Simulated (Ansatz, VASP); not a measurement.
## Two plane-wave programs on Ga3SbN2

```
Ga Sb N
1.0
     5.75681    0.00000    0.00000
    -2.87841    4.98555    0.00000
     0.00000    0.00000    5.80313
Ga Sb N
3 1 2
Direct
  0.50000 0.00000 0.50000
  0.00000 0.50000 0.50000
  0.50000 0.50000 0.50000
  0.00000 0.00000 0.00000
  0.00000 0.00000 0.39923
  0.00000 0.00000 0.60077
```

Alike in both runs: task relaxation of cell and atoms; functional PBE; k mesh 6 × 6 × 4; occupations gaussian, width 0.1 eV; no spin polarisation.

|  | VASP | Ansatz |
| --- | --- | --- |
| version | VASP 6.6.1 | Ansatz 0.2.0 |
| potentials or method | VASP PAW PBE potentials, release 64 (Ga_d, Sb, N), cutoff 600 eV | scalar-relativistic, plane waves, PAW |
| valence electrons in the cell | 54 | 64 |

|  | VASP | Ansatz | Ansatz less VASP |
| --- | --- | --- | --- |
| gap on the k mesh at the Fermi level, each at its own relaxed structure (eV) | none | none | - |
| relaxed volume (Å³/atom) | 27.37 | 27.72 | +0.356 |
| relaxed length of the cell vector where the two differ most in proportion (Å) | 5.783 | 5.815 | +0.0321 |

A gap of «none» marks a metal or a gap that the smearing closes. VASP's potentials hold 54 valence electrons a cell and Ansatz's 64, so a difference there can come from the potentials and not from the codes.

Neither program's run includes spin-orbit coupling. Noted on VASP's run: the standard files for N, O and F lose accuracy on very short bonds.
